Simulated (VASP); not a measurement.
# SiNi3 (Pm-3m) in VASP: notebook, part 2 of 3

VASP 6.6.1. Earlier steps stand in the parts before.

## (3) Single point, PBEsol, collinear spin, ferromagnetic start (10.89 Å³/atom)

This run uses another cell than the first one, of 10.89 Å³/atom.

Input file INCAR:

```
PREC = Accurate
ENCUT = 520
EDIFF = 1E-6
ISMEAR = -1
SIGMA = 0.05
LREAL = False
LASPH = True
NELM = 150
ALGO = Fast
ISIF = 2
LWAVE = False
LCHARG = False
ISPIN = 2
MAGMOM = 1 1 1 0
LORBIT = 11
LMAXMIX = 4
GGA = PS
NBANDS = 29
```

Input file KPOINTS:

```
Automatic mesh
0
Gamma
  8 8 8
```

Input file POSCAR:

```
SiNi3
1.0
    3.5182274716      0.0000000000      0.0000000000
    0.0000000000      3.5182274716      0.0000000000
    0.0000000000      0.0000000000      3.5182274716
Ni Si
3 1
Direct
    0.5000000000      0.5000000000      0.0000000000
    0.5000000000      0.0000000000      0.5000000000
    0.0000000000      0.5000000000      0.5000000000
    0.0000000000      0.0000000000      0.0000000000
```

Potentials or basis: VASP PAW PBE potentials, release 64 (Ni, Si).

Launch:

```
cat potpaw_PBE.64/Ni/POTCAR potpaw_PBE.64/Si/POTCAR > POTCAR
mpirun -np 1 vasp_std > vasp.out
```

OUTCAR:

```text
PREC = Accurate
   ENCUT = 520
   EDIFF = 1E-6
   ISMEAR = -1
   LREAL = False
   LASPH = True
   NELM = 150
   ISIF = 2
   ISPIN = 2
   LORBIT = 11
   GGA = PS

 ion  position               nearest neighbor table
   1  0.500  0.500  0.000-   2 2.49   3 2.49   4 2.49   2 2.49   3 2.49   2 2.49   4 2.49   2 2.49
                             3 2.49   4 2.49   3 2.49   4 2.49
   2  0.500  0.000  0.500-   1 2.49   3 2.49   4 2.49   1 2.49   4 2.49   1 2.49   3 2.49   1 2.49
                             3 2.49   4 2.49   4 2.49   3 2.49
   3  0.000  0.500  0.500-   1 2.49   2 2.49   4 2.49   1 2.49   4 2.49   2 2.49   4 2.49   4 2.49
                             1 2.49   2 2.49   1 2.49   2 2.49
   4  0.000  0.000  0.000-   1 2.49   2 2.49   3 2.49   2 2.49   3 2.49   1 2.49   3 2.49   3 2.49
                             1 2.49   2 2.49   2 2.49   1 2.49

  LATTYP: Found a simple cubic cell.
 ALAT       =     3.5182274716

  Lattice vectors:

 A1 = (   3.5182274716,   0.0000000000,   0.0000000000)
 A2 = (   0.0000000000,   3.5182274716,   0.0000000000)
 A3 = (   0.0000000000,   0.0000000000,   3.5182274716)

Analysis of symmetry for initial positions (statically):
=====================================================================
 Subroutine PRICEL returns:
 Original cell was already a primitive cell.

 Routine SETGRP: Setting up the symmetry group for a
 simple cubic supercell.

 Subroutine GETGRP returns: Found 48 space group operations
 (whereof 48 operations were pure point group operations)
 out of a pool of 48 trial point group operations.

The static configuration has the point symmetry O_h .

Analysis of symmetry for dynamics (positions and initial velocities):
=====================================================================
 Subroutine PRICEL returns:
 Original cell was already a primitive cell.

 Routine SETGRP: Setting up the symmetry group for a
 simple cubic supercell.

 Subroutine GETGRP returns: Found 48 space group operations
 (whereof 48 operations were pure point group operations)
 out of a pool of 48 trial point group operations.

The dynamic configuration has the point symmetry O_h .

Analysis of structural, dynamic, and magnetic symmetry:
=====================================================================
 Subroutine PRICEL returns:
 Original cell was already a primitive cell.

 Routine SETGRP: Setting up the symmetry group for a
 simple cubic supercell.

 Subroutine GETGRP returns: Found 48 space group operations
 (whereof 48 operations were pure point group operations)
 out of a pool of 48 trial point group operations.

The overall configuration has the point symmetry O_h .

 Subroutine INISYM returns: Found 48 space group operations
 (whereof 48 operations are pure point group operations),
 and found     1 'primitive' translations

----------------------------------------------------------------------------------------

                                     Primitive cell

  volume of cell :      43.5484

  direct lattice vectors                    reciprocal lattice vectors
     3.518227472  0.000000000  0.000000000     0.284234038  0.000000000  0.000000000
     0.000000000  3.518227472  0.000000000     0.000000000  0.284234038  0.000000000
     0.000000000  0.000000000  3.518227472     0.000000000  0.000000000  0.284234038
[... 89 lines left out ...]
   LREAL  =      F    real-space projection
   EDIFFG = 0.1E-04   stopping-criterion for IOM
   NSW    =      0    number of steps for IOM
   IBRION =     -1    ionic relax: 0-MD 1-quasi-New 2-CG
   NFREE  =      0    steps in history (QN), initial steepest desc. (CG)
   ISIF   =      2    stress and relaxation
   ISYM   =      2    0-nonsym 1-usesym 2-fastsym
   POTIM  = 0.5000    time-step for ionic-motion
   TEBEG  =    0.0;   TEEND  =   0.0 temperature during run
   PSTRESS=    0.0 pullay stress
   NELECT =      34.0000    total number of electrons
   NUPDOWN=      -1.0000    fix difference up-down
   EMIN   =  10.00;   EMAX   =-10.00  energy-range for DOS
   EFERMI =   0.00;   METHOD = LEGACY
   ISMEAR =    -1;   SIGMA  =   0.05  broadening in eV -4-tet -1-fermi 0-gaus
   EFERMI_NEDOS =   21; number of points for ismear=-14 and -15
   IALGO  =     68    algorithm
   IMIX   =      4    mixing-type and parameters
     AMIX     =   0.40;   BMIX     =  1.00
     AMIX_MAG =   1.60;   BMIX_MAG =  1.00
  volume/ion in A,a.u.               =      10.89        73.47
  Fermi-wavevector in a.u.,A,eV,Ry     =   1.507453  2.848674 30.918092  2.272416
  Thomas-Fermi vector in A             =   2.618037
   LORBIT       =     11    0 simple, 1 ext, 2 COOP (PROOUT), +10 PAW based schemes
   GGA     = PS    functional components
   LHFCALC =     F    Hartree Fock is set to
   AEXX    =    0.0000 exact exchange contribution
   IVDW    =     0    specifies the selected vdW correction
   LEPSILON=     F    determine dielectric tensor
   LRPA    =     F    only Hartree local field effects (RPA)
 spin polarized calculation
 RMM-DIIS sequential band-by-band and
  energy-cutoff  :      520.00
  volume of cell :       43.55
 maximum number of plane-waves:      1208
 NGX is ok and might be reduce to    28
   NGX = 13   NGY = 13   NGZ = 13

 number of electron      33.9999980 magnetization      -0.0261679

 number of electron      33.9999980 magnetization       0.0010367

 Free energy of the ion-electron system (eV)
  ---------------------------------------------------
  ext. energy  EPLUGINS =         0.00000000
  ---------------------------------------------------
  free energy    TOTEN  =       -26.22940684 eV

  energy without entropy =      -26.21126564  energy(sigma->0) =      -26.22033624

 E-fermi :  10.3508     XC(G=0): -13.1831

 val. band max:       10.2867025524   @ k =   0.1250   0.1250   0.0000
 cond. band min:      10.3641322056   @ k =   0.5000   0.3750   0.3750
 fundamental gap:      0.0774296532
 Fermi energy:        10.3507770946

 spin component 1

 k-point     1 :       0.0000    0.0000    0.0000
  band No.  band energies     occupation
      1      -1.4935      1.00000
      2       5.5360      1.00000
      3       6.3453      1.00000
      4       6.3453      1.00000
      5       6.8560      1.00000
      6       6.8560      1.00000
[... 757 lines left out ...]
     28      25.1347      0.00000
     29      27.3182      0.00000

 [... further k-points ...]

 spin component 2

 k-point     1 :       0.0000    0.0000    0.0000
  band No.  band energies     occupation
      1      -1.4935      1.00000
      2       5.5361      1.00000
      3       6.3455      1.00000
      4       6.3455      1.00000
      5       6.8564      1.00000
      6       6.8564      1.00000
[... 757 lines left out ...]
     28      25.1347      0.00000
     29      27.3101      0.00000

 [... further k-points ...]

------------------------ aborting loop because EDIFF is reached ----------------------------------------

  FORCE on cell =-STRESS in cart. coord.  units (eV):
  Direction    XX          YY          ZZ          XY          YZ          ZX
  --------------------------------------------------------------------------------------
  -------------------------------------------------------------------------------------
  Total       -2.8255979     -2.8255979     -2.8255979     -0.0000000     -0.0000000      0.0000000
  in kB     -103.9559133   -103.9559133   -103.9559133     -0.0000000     -0.0000000      0.0000000
  external PRESSURE =    -103.9559133 kB  Pullay stress =       0.0000000 kB

 VOLUME and BASIS-vectors are now :
 -----------------------------------------------------------------------------
  energy-cutoff  :      520.00
  volume of cell :       43.55
      direct lattice vectors                 reciprocal lattice vectors
     3.518227472  0.000000000  0.000000000     0.284234038  0.000000000  0.000000000
     0.000000000  3.518227472  0.000000000     0.000000000  0.284234038  0.000000000
     0.000000000  0.000000000  3.518227472     0.000000000  0.000000000  0.284234038

 POSITION                                       TOTAL-FORCE (eV/Angst)
 -----------------------------------------------------------------------------------
      1.75911      1.75911      0.00000         0.000000      0.000000      0.000000
      1.75911      0.00000      1.75911         0.000000      0.000000      0.000000
      0.00000      1.75911      1.75911         0.000000      0.000000      0.000000
      0.00000      0.00000      0.00000         0.000000      0.000000      0.000000
 -----------------------------------------------------------------------------------
    total drift:                                0.000000      0.000000      0.000000

  FREE ENERGIE OF THE ION-ELECTRON SYSTEM (eV)
  ---------------------------------------------------
  free  energy   TOTEN  =       -26.2294068433 eV

  energy  without entropy=      -26.2112656351  energy(sigma->0) =      -26.22033624

 total charge

# of ion       s       p       d       tot
------------------------------------------
    1        0.484   0.565   8.405   9.454
    2        0.484   0.565   8.405   9.454
    3        0.484   0.565   8.405   9.454
    4        0.728   0.811   0.000   1.539
--------------------------------------------------
tot          2.180   2.504  25.216  29.900

 magnetization (x)

# of ion       s       p       d       tot
------------------------------------------
    1       -0.000  -0.000   0.000   0.000
    2       -0.000  -0.000   0.000   0.000
    3       -0.000  -0.000   0.000   0.000
    4       -0.000  -0.000   0.000  -0.000
--------------------------------------------------
tot         -0.000  -0.000   0.001   0.001
```

OSZICAR:

```text
N       E                     dE             d eps       ncg     rms          rms(c)
DAV:   1     0.206536282366E+03    0.20654E+03   -0.14570E+04  4140   0.153E+03
DAV:   2    -0.161006858434E+02   -0.22264E+03   -0.20652E+03  4080   0.302E+02
DAV:   3    -0.299810292388E+02   -0.13880E+02   -0.13080E+02  4572   0.919E+01
DAV:   4    -0.302269106487E+02   -0.24588E+00   -0.24531E+00  4580   0.117E+01
DAV:   5    -0.302339319188E+02   -0.70213E-02   -0.70207E-02  4966   0.176E+00    0.213E+01
RMM:   6    -0.305998714389E+02   -0.36594E+00   -0.31807E+01  4646   0.565E+01    0.205E+01
RMM:   7    -0.263145269180E+02    0.42853E+01   -0.83588E+00  4373   0.291E+01    0.434E+00
RMM:   8    -0.262370073128E+02    0.77520E-01   -0.11130E-01  4418   0.231E+00    0.102E+00
RMM:   9    -0.262312939020E+02    0.57134E-02   -0.25501E-02  4854   0.118E+00    0.622E-01
RMM:  10    -0.262300460574E+02    0.12478E-02   -0.61066E-03  5339   0.443E-01    0.334E-01
RMM:  11    -0.262295494466E+02    0.49661E-03   -0.11620E-03  5337   0.204E-01    0.175E-01
RMM:  12    -0.262294020683E+02    0.14738E-03   -0.25899E-04  5266   0.110E-01    0.405E-02
RMM:  13    -0.262294071958E+02   -0.51275E-05   -0.80925E-05  5443   0.507E-02    0.256E-02
RMM:  14    -0.262294070667E+02    0.12911E-06   -0.13279E-05  5266   0.210E-02    0.128E-02
RMM:  15    -0.262294068433E+02    0.22341E-06   -0.21353E-06  3496   0.865E-03
   1 F= -.26229407E+02 E0= -.26220336E+02  d E =-.181412E-01  mag=     0.0008
```

stdout:

```text
POSCAR found type information on POSCAR NiSi
 POSCAR found :  2 types and       4 ions
 scaLAPACK will be used
 -----------------------------------------------------------------------------
|                                                                             |
|                                                                             |
|     You enforced a specific xc type in the INCAR file but a different       |
|     I HOPE YOU KNOW WHAT YOU ARE DOING!                                     |
|                                                                             |
 -----------------------------------------------------------------------------

 LDA part: xc-table for (Slater+PW92), standard interpolation
 POSCAR, INCAR and KPOINTS ok, starting setup
 FFT: planning ... GRIDC
 FFT: planning ... GRID_SOFT
 FFT: planning ... GRID
 WAVECAR not read
 entering main loop
```

Run time: 2.2 min. Hardware: 1 thread of Intel Xeon 8259CL, shared host; peak memory 0.21 GiB.

Results:

* Free energy: -26.2294 eV
* Pressure: -10.4 GPa
* Band gap on the k mesh: zero (filled and empty bands overlap)
* Net moment: 0.00 μB per cell
* Valence electrons inside the program's atomic spheres: Ni 9.45; Si 1.54

Levels at points of the mesh, in eV from the Fermi level:
Spin up:
| k point | band 14 | band 15 | band 16 | band 17 | band 18 | band 19 | band 20 | band 21 |
| --- | --- | --- | --- | --- | --- | --- | --- | --- |
| (0.00, 0.00, 0.00) | -0.60 | -0.60 | -0.29 | 0.02 | 0.02 | 0.02 | 4.74 | 6.27 |
| (0.50, 0.00, 0.00) | -1.26 | -1.13 | -0.53 | 0.03 | 3.58 | 3.58 | 5.11 | 5.22 |
| (0.50, 0.50, 0.00) | -1.40 | -1.10 | -1.00 | -0.94 | 0.64 | 0.64 | 5.56 | 6.28 |
| (0.50, 0.50, 0.50) | -1.22 | -1.22 | -0.42 | -0.21 | -0.21 | -0.21 | 1.18 | 3.96 |
Spin down:
```tsv
k point	band 13	band 14	band 15	band 16	band 17	band 18	band 19	band 20	band 21	band 22
(0.00, 0.00, 0.00)	-0.87	-0.60	-0.60	-0.29	0.03	0.03	0.03	4.74	6.27	6.27
(0.50, 0.00, 0.00)	-1.30	-1.26	-1.13	-0.53	0.03	3.58	3.58	5.11	5.22	5.22
(0.50, 0.50, 0.00)	-1.40	-1.40	-1.10	-1.00	-0.94	0.65	0.65	5.56	6.28	7.62
(0.50, 0.50, 0.50)	-1.41	-1.22	-1.22	-0.42	-0.21	-0.21	-0.21	1.18	3.96	3.96
```

Caveat: the cell stands under tension; the PAW data sets were made with another functional, which shifts forces and pressure a little.

## (4) Single point, PBEsol, collinear spin, ferromagnetic start (11.55 Å³/atom)

This run uses another cell than the first one, of 11.55 Å³/atom.

Input file INCAR:

```
PREC = Accurate
ENCUT = 520
EDIFF = 1E-7
ISMEAR = -1
SIGMA = 0.05
LREAL = F
LASPH = T
NELM = 150
ALGO = Fast
ISIF = 2
LWAVE = F
LCHARG = F
ISPIN = 2
MAGMOM = 1 1 1 0
LORBIT = 11
LMAXMIX = 4
GGA = PS
NBANDS = 29
```

KPOINTS is that of step 3.

Input file POSCAR:

```
SiNi3
1.0
    3.5886106083      0.0000000000      0.0000000000
    0.0000000000      3.5886106083      0.0000000000
    0.0000000000      0.0000000000      3.5886106083
Ni Si
3 1
Direct
    0.5000000000      0.5000000000      0.0000000000
    0.5000000000      0.0000000000      0.5000000000
    0.0000000000      0.5000000000      0.5000000000
    0.0000000000      0.0000000000      0.0000000000
```

Launch:

```
cat potpaw_PBE.64/Ni/POTCAR potpaw_PBE.64/Si/POTCAR > POTCAR
mpirun -np 1 vasp_std > vasp.out
```

Run time: 2.6 min. Hardware: 1 thread of Intel Xeon 8259CL, shared host; peak memory 0.21 GiB.

It converged, with:

| Property | Result |
| --- | --- |
| Free energy | -25.9733 eV |
| Pressure | -19.9 GPa |
| Band gap on the k mesh | zero (filled and empty bands overlap) |
| Net moment | 0.00 μB per cell |
| Valence electrons inside the program's atomic spheres | Ni 9.34; Si 1.51 |

Levels at points of the mesh, in eV from the Fermi level:
Spin up:
```
           k point  band 14  band 15  band 16  band 17  band 18  band 19  band 20  band 21
(0.00, 0.00, 0.00)    -0.55    -0.55    -0.27     0.02     0.02     0.02     4.20     6.00
(0.50, 0.00, 0.00)    -1.15    -1.03    -0.49     0.02     3.36     3.36     4.67     5.08
(0.50, 0.50, 0.00)    -1.28    -1.01    -0.92    -0.87     0.59     0.59     5.20     5.99
(0.50, 0.50, 0.50)    -1.12    -1.12    -0.30    -0.20    -0.20    -0.20     0.94     3.71
```
Spin down:
| k point | band 15 | band 16 | band 17 | band 18 | band 19 | band 20 |
| --- | --- | --- | --- | --- | --- | --- |
| (0.00, 0.00, 0.00) | -0.55 | -0.27 | 0.02 | 0.02 | 0.02 | 4.20 |
| (0.50, 0.00, 0.00) | -1.03 | -0.49 | 0.02 | 3.36 | 3.36 | 4.67 |
| (0.50, 0.50, 0.00) | -1.01 | -0.92 | -0.87 | 0.59 | 0.59 | 5.20 |
| (0.50, 0.50, 0.50) | -1.12 | -0.30 | -0.19 | -0.19 | -0.19 | 0.94 |

Caveat: the cell stands under tension; the PAW data sets were made with another functional, which shifts forces and pressure a little.

(Continued in part 3 of 3.)
